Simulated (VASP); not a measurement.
## Te2Mo: single point with PBE+D3(BJ)

Te2Mo, a slab with vacuum:

```
Te Mo
1.0
     3.50388    0.00000    0.00000
    -1.75194    3.03445    0.00000
     0.00000    0.00000   24.76772
Te Mo
4 2
Direct
  0.33333 0.66667 0.18169
  0.33333 0.66667 0.32841
  0.33333 0.66667 0.46891
  0.33333 0.66667 0.61563
  0.66667 0.33333 0.25505
  0.00000 0.00000 0.54227
```

```json
{
  "Program": "VASP 6.6.1",
  "Task": "single point",
  "Functional": "PBE",
  "Dispersion": "D3(BJ)",
  "Potentials or basis": "VASP PAW PBE potentials, release 64 (Te, Mo_sv)",
  "Cutoff": "520 eV",
  "k mesh": "9 × 9 × 1",
  "Occupations": "gaussian, width 0.05 eV",
  "Spin": "no spin polarisation",
  "Dipole correction": "yes",
  "Further INCAR settings": "ALGO = Normal; EDIFF = 1e-06; NBANDS = 35"
}
```

| Item | Value |
| --- | --- |
| Largest force | 0.378 eV/Å |
| Band gap on the k mesh | 1.02 eV, indirect (least direct gap 1.19 eV) |
| Dispersion energy per atom | -0.465 eV |

Forces on the atoms (eV/Å):
```
Te   0.000  0.000  0.010
Te   0.000  0.000 -0.378
Te   0.000  0.000  0.378
Te   0.000  0.000 -0.010
Mo   0.000  0.000 -0.091
Mo   0.000  0.000  0.091
```

Levels at points of the mesh, in eV from the valence-band top:
```csv
k point,band 22,band 23,band 24,band 25,band 26,band 27,band 28,band 29,band 30,band 31
"(0.00, 0.00, 0.00)",-0.90,-0.88,-0.88,-0.80,-0.03,2.99,2.99,3.18,3.18,3.34
```

Wall time 3.5 min on 1 thread of Intel(R) Xeon(R) 6975P-C (Granite Rapids) (shared host), peak memory 0.43 GiB.

Caveat: spin-orbit coupling is left out, which moves the levels of the heavy elements.
